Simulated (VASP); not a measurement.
Runs of VASP 6.6.1 on TiSe3. The structure is that of space group Pm-3m (No. 221), or close to it. The cells are those of the table. The cell was built from a structure type or drawn by symmetry, and may not be a known phase.

```tsv
task	spin	cell	k mesh	cutoff (eV)	gap on the mesh (eV)	pressure (GPa)	moment (μB)	relaxed volume (Å³/atom)
single point	collinear	a = 4.611 Å, 4 atoms	4 × 4 × 4	520	none	18.4	(b)	-
relaxation of cell and atoms	off	relaxed from a = 4.961 Å, 4 atoms	10 × 10 × 10	600	none	0.0	-	(c)
relaxation of cell and atoms	collinear	relaxed from a = 4.611 Å, 4 atoms	4 × 4 × 4	600	none	0.0	1.61	(a)
single point	off	a = 4.948 Å, 4 atoms	10 × 10 × 10	520	none	0.1	-	-
single point	collinear	a = 4.961 Å, 4 atoms	4 × 4 × 4	520	none	0.4	1.60	-
```

Alike in all rows: level PBE; potentials or basis VASP PAW PBE potentials, release 64 (Ti_sv, Se); smearing gaussian 0.1 eV.

Problem. Estimate the missing entries.

Solution. (a) 30.79; (b) 1.43; (c) 30.33.

Caveats: the cell stands under pressure (at least some runs); the volume moved by over 15 % at a fixed basis, so the end points are rough (at least some runs).

A k mesh can miss the band edges, and the runs leave out spin-orbit coupling on Se.

A gap of «none» marks levels without a gap at the run's occupations.
